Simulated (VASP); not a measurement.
Runs of VASP 6.6.1 on FeNi3 (Awaruite). The structure is that of space group Pm-3m (No. 221), or close to it. The cells are those of the table. 

```csv
level,potentials or basis,spin,cell,gap on the mesh (eV),pressure (GPa),moment (μB)
PBEsol,"VASP PAW PBE potentials, release 64 (Ni, Fe)",off,"a = 3.545 Å, 4 atoms",none,-17.3,-
PBEsol,"VASP PAW PBE potentials, release 64 (Ni, Fe)","collinear, ferromagnetic start","a = 3.473 Å, 4 atoms",none,(c),4.63
PBEsol,"VASP PAW PBE potentials, release 64 (Ni, Fe)","collinear, ferromagnetic start","a = 3.545 Å, 4 atoms",none,-9.4,4.80
PBEsol,"VASP PAW PBE potentials, release 64 (Ni, Fe)","collinear, ferrimagnetic start","a = 3.545 Å, 4 atoms",none,-9.5,4.80
LDA,"VASP PAW LDA potentials, release 64 (Ni, Fe)","collinear, ferromagnetic start","a = 3.545 Å, 4 atoms",none,-17.3,(b)
PBEsol,"VASP PAW PBE potentials, release 64 (Ni, Fe)","collinear, ferromagnetic start","a = 3.568 Å, 4 atoms",none,(a),4.85
PBEsol,"VASP PAW PBE potentials, release 64 (Ni, Fe)","collinear, ferromagnetic start","a = 3.497 Å, 4 atoms",none,-1.7,4.69
PBEsol,"VASP PAW PBE potentials, release 64 (Ni, Fe)","collinear, ferromagnetic start","a = 3.521 Å, 4 atoms",none,-5.8,(d)
PBEsol,"VASP PAW PBE potentials, release 64 (Ni, Fe)","collinear, ferromagnetic start","a = 3.615 Å, 4 atoms",none,-18.1,4.94
PBEsol,"VASP PAW PBE potentials, release 64 (Ni, Fe)","collinear, antiferromagnetic start","a = 3.545 Å, 4 atoms",none,-9.5,4.80
```

Alike in all rows: task single point; k mesh 8 × 8 × 8; cutoff (eV) 520; smearing fermi-dirac 0.05 eV.

Q: Estimate the missing entries.

A: (a) -12.5; (b) 4.58; (c) 3.0; (d) 4.75.

Caveats: the PAW data sets were made with another functional, which shifts forces and pressure a little (some runs).

A gap of «none» marks levels without a gap at the run's occupations.
